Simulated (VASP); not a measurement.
Wanted: the native input for a VASP 6.6.1 run.

- Task: single point
- Functional: LDA
- Potentials or basis: VASP PAW LDA potentials, release 64 (Ni)
- Cutoff: 520 eV
- k mesh: 7 × 12 × 10
- Occupations: fermi-dirac, width 0.05 eV
- Spin: collinear spin, antiferromagnetic start
- Starting moments: [0.8, -0.8] μB
- Dipole correction: no
- Further INCAR settings: ALGO = Normal; EDIFF = 1e-06; NBANDS = 21; ISYM = 0

The structure of Ni lies in POSCAR:

```
Ni
1.0
   -1.7725500000     -3.5451000000     -1.7725500000
   -1.7725500000      0.0000000000     -1.7725500000
    1.7725500000      0.0000000000     -1.7725500000
Ni
2
Direct
    0.0000000000      0.0000000000      0.0000000000
    0.5000000000      0.0000000000      0.5000000000
```

One way to write it, as run:

INCAR

```
PREC     = Accurate       # precision mode
ENCUT    = 520            # plane-wave cutoff, eV
EDIFF    = 1E-6           # SCF threshold, eV
ISMEAR   = -1             # smearing method
SIGMA    = 0.05           # smearing width, eV
LREAL    = False          # projectors in reciprocal space
LASPH    = True           # aspherical terms in the spheres
NELM     = 150            # most SCF steps
ALGO     = Normal         # electronic algorithm
ISIF     = 2              # what is computed and relaxed
LWAVE    = False          # write WAVECAR
LCHARG   = True           # write CHGCAR
ISPIN    = 2              # spin polarisation
MAGMOM   = 0.8 -0.8       # initial moments
LORBIT   = 11             # projections on sites
LMAXMIX  = 4              # l up to which the mixer works
GGA      = CA             # functional
LELF     = True           # ELF
LVHAR    = True         
NBANDS   = 21             # bands
ISYM     = 0
```

KPOINTS

```
Automatic mesh
0
Gamma
  7 12 10
```

Potentials or basis: VASP PAW LDA potentials, release 64 (Ni).

Command:

```bash
$ cat potpaw_LDA.64/Ni/POTCAR > POTCAR
$ mpirun -np 1 vasp_std > vasp.out
```

Results of the run:

```yaml
Pressure: -21.3 GPa
Band_gap_on_the_k_mesh: zero (filled and empty bands overlap)
Net_moment: 0.00 μB per cell
Valence_electrons_inside_the_program's_atomic_spheres: Ni 9.28
```

Caveat: the cell stands under tension; the moments typed at the start vanished in this run.

Run time: 6.5 min on 1 thread of Oxide Virtual Turin-like Processor, on a shared host, peak memory 0.31 GiB.
